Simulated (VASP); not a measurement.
# SiC: single point with LDA

The system is SiC.

```
Si C
1.0
     2.15241    2.15241    0.00000
    -2.15241    2.15241    0.00000
     0.00000    2.15241    2.15241
Si C
1 1
Direct
  0.00000 0.00000 0.00000
  0.75000 0.25000 0.50000
```

```json
{
 "Program": "VASP 6.6.1",
 "Task": "single point",
 "Functional": "LDA",
 "Potentials or basis": "VASP PAW LDA potentials, release 64 (Si, C)",
 "Cutoff": "520 eV",
 "k mesh": "10 × 10 × 10",
 "Occupations": "gaussian, width 0.01 eV",
 "Spin": "no spin polarisation",
 "Dipole correction": "no",
 "Further INCAR settings": "ALGO = Normal; EDIFF = 1e-06; NBANDS = 11"
}
```

The pressure is 4.4 GPa and the band gap on the k mesh is 1.27 eV, indirect (least direct gap 4.54 eV).

Levels at points of the mesh, in eV from the valence-band top:
```tsv
k point	band 1	band 2	band 3	band 4	band 5	band 6	band 7	band 8
(0.00, 0.00, 0.00)	-15.61	0.00	0.00	0.00	6.73	7.45	7.45	7.45
(0.50, 0.00, 0.00)	-11.85	-8.76	-1.06	-1.06	5.73	7.28	7.28	10.13
(0.50, 0.50, 0.00)	-10.33	-7.93	-3.26	-3.26	1.27	4.32	14.26	14.26
```

It used 5.1 s of CPU time on 1 thread of Intel Xeon 6975P-C, with other jobs on the host.

A k mesh can miss the band edges. As with any semilocal functional, this LDA gap is likely too small.
